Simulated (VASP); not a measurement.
**Fe: single point with r2SCAN**

Crystal: Fe.

```
Fe
1.0
     2.57272    0.00000    0.00000
    -1.28636    2.22804    0.00000
     0.00000    0.00000    4.43913
Fe
2
Direct
  0.33333 0.66667 0.25000
  0.66667 0.33333 0.75000
```

This isn't the form of Fe at room conditions, which is bcc.

```
Program                : VASP 6.6.1
Task                   : single point
Functional             : r2SCAN
Potentials or basis    : VASP PAW PBE potentials, release 64 (Fe)
Cutoff                 : 520 eV
k mesh                 : 16 × 16 × 8
Occupations            : fermi-dirac, width 0.05 eV
Spin                   : collinear spin, ferromagnetic start
Starting moments       : [2.896, 2.896] μB
Dipole correction      : no
Further INCAR settings : ALGO = Normal; EDIFF = 1e-06; NBANDS = 19
```

```
Pressure                                              : -6.1 GPa
Net moment                                            : 5.68 μB per cell
Site moments                                          : Fe +2.89 μB
Valence electrons inside the program's atomic spheres : Fe 7.07
```

Stress tensor (GPa, compression positive):
```
-6.43  0.00  0.00
 0.00 -6.43  0.00
 0.00  0.00 -5.50
```

Levels at points of the mesh, in eV from the Fermi level:
Spin up:
| k point | band 9 | band 10 | band 11 | band 12 | band 13 | band 14 |
| --- | --- | --- | --- | --- | --- | --- |
| (0.00, 0.00, 0.00) | -2.76 | -1.99 | -1.99 | -0.98 | 4.41 | 21.58 |
| (0.50, 0.00, 0.00) | -1.54 | -1.45 | 0.78 | 2.69 | 8.19 | 8.74 |
| (0.00, 0.00, 0.50) | -2.24 | -2.24 | -2.24 | -2.24 | 12.04 | 12.04 |
| (0.50, 0.00, 0.50) | -1.49 | -1.49 | 1.15 | 1.15 | 6.21 | 6.21 |
Spin down:
```tsv
k point	band 2	band 3	band 4	band 5	band 6	band 7	band 8	band 9
(0.00, 0.00, 0.00)	-4.03	-1.37	-0.54	0.34	0.34	0.65	0.65	1.91
(0.50, 0.00, 0.00)	-2.83	-2.10	-1.68	-0.03	0.15	0.91	2.69	2.80
(0.00, 0.00, 0.50)	-7.00	-1.18	-1.18	0.39	0.39	0.39	0.39	2.52
(0.50, 0.00, 0.50)	-3.17	-1.56	-1.56	0.36	0.36	1.84	1.84	2.75
```

Run time: 14 min on 1 thread of Intel Xeon 8259CL, with other jobs on the host, peak memory 0.24 GiB.

Caveat: the cell stands under tension; the PAW data sets were made with another functional, which shifts forces and pressure a little.
